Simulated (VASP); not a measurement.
# Cu (I4/mmm) in VASP: further runs

Cu is run at these levels: PBEsol; tasks: single point.

All numbers are computed with VASP 6.6.1; they aren't measurements. Logs are shortened: lines on timing, memory, paths and dates and some standing lists are left out, and cuts for length are marked.

## 1. The cell of the first run

It takes space group I4/mmm (No. 139, tetragonal). The conventional cell has a = 2.898 Å, b = 2.898 Å, c = 2.715 Å, α = 90.00°, β = 90.00°, γ = 90.00°. Cu (site symmetry 4/mmm) has 14 Cu at 2.46 to 2.90 Å within 3.2 Å.

## 2. Single point, PBEsol

File INCAR:

```
SYSTEM = Cu
PREC = Accurate
ENCUT = 520
EDIFF = 1E-7
ISMEAR = 0
SIGMA = 0.1
LREAL = .FALSE.
LASPH = .TRUE.
NELM = 100
ALGO = Normal
ISIF = 2
LWAVE = .FALSE.
LCHARG = .FALSE.
GGA = PS
NBANDS = 12
```

File KPOINTS:

```
Automatic mesh
0
G
  6 6 6
  0 0 0
```

File POSCAR:

```
Cu
1.0
   -1.4491651233      1.4491651233      1.3572562213
    1.4491651233     -1.4491651233      1.3572562213
    1.4491651233      1.4491651233     -1.3572562213
Cu
1
Direct
    0.0000000000      0.0000000000      0.0000000000
```

Potentials or basis: VASP PAW PBE potentials, release 64 (Cu).

Launch:

```sh
> cat potpaw_PBE.64/Cu/POTCAR > POTCAR
> mpirun -np 1 vasp_std > vasp.out
```

OUTCAR:

```text
SYSTEM = Cu
   PREC = Accurate
   ENCUT = 520
   EDIFF = 1E-7
   ISMEAR = 0
   LREAL = .FALSE.
   LASPH = .TRUE.
   NELM = 100
   ISIF = 2
   GGA = PS

 ion  position               nearest neighbor table
   1  0.000  0.000  0.000-

  LATTYP: Found a body centered tetragonal cell.
 ALAT       =     2.8983302466
 C/A-ratio  =     0.9365780334

  Lattice vectors:

 A1 = (  -1.4491651233,   1.4491651233,   1.3572562213)
 A2 = (   1.4491651233,  -1.4491651233,   1.3572562213)
 A3 = (   1.4491651233,   1.4491651233,  -1.3572562213)

Analysis of symmetry for initial positions (statically):
=====================================================================
 Subroutine PRICEL returns:
 Original cell was already a primitive cell.

 Routine SETGRP: Setting up the symmetry group for a
 body centered tetragonal supercell.

 Subroutine GETGRP returns: Found 16 space group operations
 (whereof 16 operations were pure point group operations)
 out of a pool of 16 trial point group operations.

The static configuration has the point symmetry D_4h.

Analysis of symmetry for dynamics (positions and initial velocities):
=====================================================================
 Subroutine PRICEL returns:
 Original cell was already a primitive cell.

 Routine SETGRP: Setting up the symmetry group for a
 body centered tetragonal supercell.

 Subroutine GETGRP returns: Found 16 space group operations
 (whereof 16 operations were pure point group operations)
 out of a pool of 16 trial point group operations.

The dynamic configuration has the point symmetry D_4h.

 Subroutine INISYM returns: Found 16 space group operations
 (whereof 16 operations are pure point group operations),
 and found     1 'primitive' translations

----------------------------------------------------------------------------------------

                                     Primitive cell

  volume of cell :      11.4014

  direct lattice vectors                    reciprocal lattice vectors
    -1.449165123  1.449165123  1.357256221     0.000000000  0.345026244  0.368390280
     1.449165123 -1.449165123  1.357256221     0.345026244  0.000000000  0.368390280
     1.449165123  1.449165123 -1.357256221     0.345026244  0.345026244  0.000000000

  length of vectors
     2.458109753  2.458109753  2.458109753     0.504732115  0.504732115  0.487940794

  position of ions in fractional coordinates (direct lattice)
     0.000000000  0.000000000  0.000000000

  ion indices of the primitive-cell ions
   primitive index   ion index
                 1           1

----------------------------------------------------------------------------------------

 KPOINTS: Automatic mesh

Automatic generation of k-mesh.
 Grid dimensions read from file:
 generate k-points for:    6    6    6

 Generating k-lattice:

  Cartesian coordinates                     Fractional coordinates (reciprocal lattice)
     0.000000000  0.057504374  0.061398380     0.166666667  0.000000000  0.000000000
     0.057504374  0.000000000  0.061398380     0.000000000  0.166666667  0.000000000
     0.057504374  0.057504374  0.000000000     0.000000000  0.000000000  0.166666667

  Length of vectors
     0.084122019  0.084122019  0.081323466

  Shift w.r.t. Gamma in fractional coordinates (k-lattice)
     0.000000000  0.000000000  0.000000000

 Subroutine IBZKPT returns following result:
 ===========================================

 Found     30 irreducible k-points:

 Following reciprocal coordinates:
            Coordinates               Weight
  0.000000  0.000000  0.000000      1.000000
  0.166667  0.000000 -0.000000      8.000000
  0.333333  0.000000  0.000000      8.000000
  0.500000  0.000000  0.000000      4.000000
  0.166667  0.166667 -0.000000      8.000000
  0.333333  0.166667  0.000000     16.000000
[... 16 lines left out ...]
 -0.333333 -0.333333  0.166667      8.000000
 -0.166667 -0.333333  0.166667      8.000000
 [... further k-points ...]
   k-points           NKPTS =     30   k-points in BZ     NKDIM =     30   number of bands    NBANDS=     12
   number of dos      NEDOS =    301   number of ions     NIONS =      1
   total plane-waves  NPLWV =   5832
   dimension x,y,z NGX =    18 NGY =   18 NGZ =   18
   dimension x,y,z NGXF=    36 NGYF=   36 NGZF=   36
   ions per type =               1
   NGX,Y,Z   is equivalent  to a cutoff of  12.17, 12.17, 12.17 a.u.
   NGXF,Y,Z  is equivalent  to a cutoff of  24.35, 24.35, 24.35 a.u.
 SYSTEM =  Cu
   PREC   = accura    normal or accurate (medium, high low for compatibility)
   ISTART =      0    job   : 0-new  1-cont  2-samecut
   ICHARG =      2    charge: 1-file 2-atom 10-const
   ISPIN  =      1    spin polarized calculation?
   LNONCOLLINEAR =      F non collinear calculations
   LSORBIT =      F    spin-orbit coupling
   LASPH  =      T    aspherical Exc in radial PAW
   ENCUT  =  520.0 eV  38.22 Ry    6.18 a.u.   4.57  4.57  4.57*2*pi/ulx,y,z
   NELM   =    100;   NELMIN=  2; NELMDL= -5     # of ELM steps
   EDIFF  = 0.1E-06   stopping-criterion for ELM
   LREAL  =      F    real-space projection
   EDIFFG = 0.1E-05   stopping-criterion for IOM
   NSW    =      0    number of steps for IOM
   IBRION =     -1    ionic relax: 0-MD 1-quasi-New 2-CG
   NFREE  =      0    steps in history (QN), initial steepest desc. (CG)
   ISIF   =      2    stress and relaxation
   ISYM   =      2    0-nonsym 1-usesym 2-fastsym
   POTIM  = 0.5000    time-step for ionic-motion
   TEBEG  =    0.0;   TEEND  =   0.0 temperature during run
   PSTRESS=    0.0 pullay stress
   NELECT =      11.0000    total number of electrons
   NUPDOWN=      -1.0000    fix difference up-down
   EMIN   =  10.00;   EMAX   =-10.00  energy-range for DOS
   EFERMI =   0.00;   METHOD = LEGACY
   ISMEAR =     0;   SIGMA  =   0.10  broadening in eV -4-tet -1-fermi 0-gaus
   EFERMI_NEDOS =   21; number of points for ismear=-14 and -15
   IALGO  =     38    algorithm
   IMIX   =      4    mixing-type and parameters
     AMIX     =   0.40;   BMIX     =  1.00
     AMIX_MAG =   1.60;   BMIX_MAG =  1.00
  volume/ion in A,a.u.               =      11.40        76.94
  Fermi-wavevector in a.u.,A,eV,Ry     =   1.617657  3.056929 35.603933  2.616815
  Thomas-Fermi vector in A             =   2.712047
   LORBIT       =      0    0 simple, 1 ext, 2 COOP (PROOUT), +10 PAW based schemes
   GGA     = PS    functional components
   LHFCALC =     F    Hartree Fock is set to
   AEXX    =    0.0000 exact exchange contribution
   IVDW    =     0    specifies the selected vdW correction
   LEPSILON=     F    determine dielectric tensor
   LRPA    =     F    only Hartree local field effects (RPA)
 non-spin polarized calculation
 Gauss-broadening in eV      SIGMA  =   0.10
  energy-cutoff  :      520.00
  volume of cell :       11.40
 maximum number of plane-waves:       317
   NGX =  9   NGY =  9   NGZ =  9

 number of electron      11.0000010 magnetization

 Free energy of the ion-electron system (eV)
  ---------------------------------------------------
  ext. energy  EPLUGINS =         0.00000000
  ---------------------------------------------------
  free energy    TOTEN  =        -4.20292001 eV

  energy without entropy =       -4.19600177  energy(sigma->0) =       -4.19946089

 E-fermi :   7.9620     XC(G=0): -13.1191

 val. band max:        7.9169169563   @ k =   0.5000   0.3333   0.0000
 cond. band min:       8.0174430285   @ k =   0.5000   0.1667   0.0000
 fundamental gap:      0.1005260722
 Fermi energy:         7.9619726197

 k-point     1 :       0.0000    0.0000    0.0000
  band No.  band energies     occupation
      1      -1.8130      2.00000
      2       4.4253      2.00000
      3       4.7080      2.00000
      4       4.7080      2.00000
      5       5.5082      2.00000
      6       5.7993      2.00000
      7      32.4983      0.00000
      8      32.4983      0.00000
      9      34.3200      0.00000
     10      36.6513      0.00000
     11      36.8393      0.00000
     12      36.8393      0.00000

 k-point     2 :       0.1667    0.0000   -0.0000
  band No.  band energies     occupation
      1      -0.7153      2.00000
      2       4.3385      2.00000
      3       4.6415      2.00000
      4       4.9977      2.00000
      5       5.5402      2.00000
      6       5.6920      2.00000
      7      26.6880      0.00000
      8      29.9224      0.00000
      9      30.3975      0.00000
     10      31.9324      0.00000
     11      33.8022      0.00000
     12      36.7321      0.00000

 k-point     3 :       0.3333    0.0000    0.0000
  band No.  band energies     occupation
      1       1.8352      2.00000
      2       3.9441      2.00000
      3       4.8808      2.00000
      4       5.6222      2.00000
      5       5.7890      2.00000
      6       5.9123      2.00000
      7      17.9696      0.00000
      8      26.3839      0.00000
      9      26.8014      0.00000
     10      29.6477      0.00000
     11      32.4551      0.00000
     12      39.9834      0.00000
[... 286 lines left out ...]
 k-point    23 :      -0.3333   -0.3333    0.1667
  band No.  band energies     occupation
      1       3.6325      2.00000
      2       3.7528      2.00000
      3       4.4824      2.00000
      4       5.4541      2.00000
      5       6.1361      2.00000
      6      10.5678      0.00000
      7      15.5755      0.00000
      8      16.0508      0.00000
      9      26.9408      0.00000
     10      27.7156      0.00000
     11      34.1880      0.00000
     12      38.3662      0.00000

 k-point    24 :      -0.1667   -0.3333    0.1667
  band No.  band energies     occupation
      1       2.6685      2.00000
      2       4.3670      2.00000
      3       4.3750      2.00000
      4       5.2274      2.00000
      5       5.8129      2.00000
      6       6.9468      2.00000
      7      18.2925      0.00000
      8      22.8931      0.00000
      9      24.5904      0.00000
     10      29.4435      0.00000
     11      34.7843      0.00000
     12      37.0249      0.00000

 [... further k-points ...]

------------------------ aborting loop because EDIFF is reached ----------------------------------------

  FORCE on cell =-STRESS in cart. coord.  units (eV):
  Direction    XX          YY          ZZ          XY          YZ          ZX
  --------------------------------------------------------------------------------------
  -------------------------------------------------------------------------------------
  Total        0.0480547      0.0480547      0.0428208      0.0000000      0.0000000      0.0000000
  in kB        6.7528794      6.7528794      6.0173869      0.0000000      0.0000000      0.0000000
  external PRESSURE =       6.5077152 kB  Pullay stress =       0.0000000 kB

 VOLUME and BASIS-vectors are now :
 -----------------------------------------------------------------------------
  energy-cutoff  :      520.00
  volume of cell :       11.40
      direct lattice vectors                 reciprocal lattice vectors
    -1.449165123  1.449165123  1.357256221     0.000000000  0.345026244  0.368390280
     1.449165123 -1.449165123  1.357256221     0.345026244  0.000000000  0.368390280
     1.449165123  1.449165123 -1.357256221     0.345026244  0.345026244  0.000000000

 POSITION                                       TOTAL-FORCE (eV/Angst)
 -----------------------------------------------------------------------------------
      0.00000      0.00000      0.00000         0.000000      0.000000     -0.000000
 -----------------------------------------------------------------------------------
    total drift:                                0.000000      0.000000      0.000000

  FREE ENERGIE OF THE ION-ELECTRON SYSTEM (eV)
  ---------------------------------------------------
  free  energy   TOTEN  =        -4.2029200123 eV

  energy  without entropy=       -4.1960017715  energy(sigma->0) =       -4.19946089
```

Wall time 3.9 s (1 thread of Intel Xeon Platinum 8488C (Sapphire Rapids), shared host); peak memory 0.11 GiB.

What came out:

```
Free energy : -4.2029 eV
Pressure    : 0.7 GPa
```

Caveat: the k points lie up to 0.53 Å⁻¹ apart; the PAW data sets were made with another functional, which shifts forces and pressure a little.

## 3. Single point, PBEsol

This run uses another cell than the first one, of 11.36 Å³/atom, 0.997 times its volume.

File INCAR:

```
SYSTEM = Cu
  ALGO = Fast
  EDIFF = 1E-6
  ENCUT = 520
  GGA = PS
  ISIF = 2
  ISMEAR = 0
  LASPH = .TRUE.
  LCHARG = .TRUE.
  LELF = .TRUE.
  LREAL = .FALSE.
  LVHAR = .TRUE.
  LWAVE = .FALSE.
  NBANDS = 12
  NELM = 80
  PREC = Accurate
  SIGMA = 0.1
```

File KPOINTS:

```
k-points
0
G
  8 8 8
  0 0 0
```

File POSCAR:

```
Cu
1.0
   -1.4285331249      1.4285331249      1.3921263983
    1.4285331249     -1.4285331249      1.3921263983
    1.4285331249      1.4285331249     -1.3921263983
Cu
1
Direct
    0.0000000000      0.0000000000      0.0000000000
```

Potentials or basis: VASP PAW PBE potentials, release 64 (Cu).

Launch:

```sh
> cat potpaw_PBE.64/Cu/POTCAR > POTCAR
> mpirun -np 1 vasp_std > vasp.out
```

Run time: 11 s. Hardware: 1 thread of Intel Xeon Platinum 8488C (Sapphire Rapids), shared host; peak memory 0.12 GiB.

The run converged. Its results:

```
Free energy : -4.2346 eV
Pressure    : 0.7 GPa
```

Stress tensor (GPa, compression positive):
```
0.75 0.00 0.00
0.00 0.75 0.00
0.00 0.00 0.66
```

Levels at points of the mesh, in eV from the Fermi level:
```csv
k point,band 2,band 3,band 4,band 5,band 6,band 7,band 8,band 9,band 10,band 11
"(0.00, 0.00, 0.00)",-3.38,-3.27,-3.27,-2.28,-2.18,25.12,25.12,25.76,29.07,29.07
"(0.50, 0.00, 0.00)",-4.10,-2.25,-2.07,-1.45,-0.72,4.57,17.50,17.66,21.53,24.65
"(0.50, 0.50, 0.00)",-3.97,-2.35,-2.14,-1.46,-0.92,4.28,18.18,18.44,22.16,25.25
"(0.50, 0.50, 0.50)",-4.91,-1.64,-1.64,-1.62,7.93,7.93,8.93,13.55,13.98,16.60
```

Caveat: the k points lie up to 0.39 Å⁻¹ apart; the PAW data sets were made with another functional, which shifts forces and pressure a little.
